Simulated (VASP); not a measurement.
Runs of VASP 6.6.1 on GaN. The structure is that of space group F-43m (No. 216), or close to it. The cells are those of the table. 

```csv
cell,gap on the mesh (eV),pressure (GPa)
"a = 3.240, b = 3.240, c = 3.216 Å, angles 60.2, 60.2, 59.5°, 2 atoms",1.43,-2.4
"a = 3.302, b = 3.302, c = 3.216 Å, angles 60.9, 60.9, 58.3°, 2 atoms",(b),-7.8
"a = 3.289, b = 3.289, c = 3.216 Å, angles 60.7, 60.7, 58.5°, 2 atoms",1.18,(c)
"a = 3.265, b = 3.265, c = 3.216 Å, angles 60.5, 60.5, 59.0°, 2 atoms",1.31,-4.7
"a = 3.314, b = 3.314, c = 3.216 Å, angles 61.0, 61.0, 58.1°, 2 atoms",(a),-8.8
```

Alike in all rows: task single point; level PBE; potentials or basis VASP PAW PBE potentials, release 64 (Ga_d, N); no spin polarisation; k mesh 10 × 10 × 10; cutoff (eV) 520; smearing gaussian 0.05 eV.

**Question.** Fill in the values left out.

**Answer.** (a) 1.06; (b) 1.12; (c) -6.8.

A k mesh can miss the band edges, and the runs leave out spin-orbit coupling on Ga.
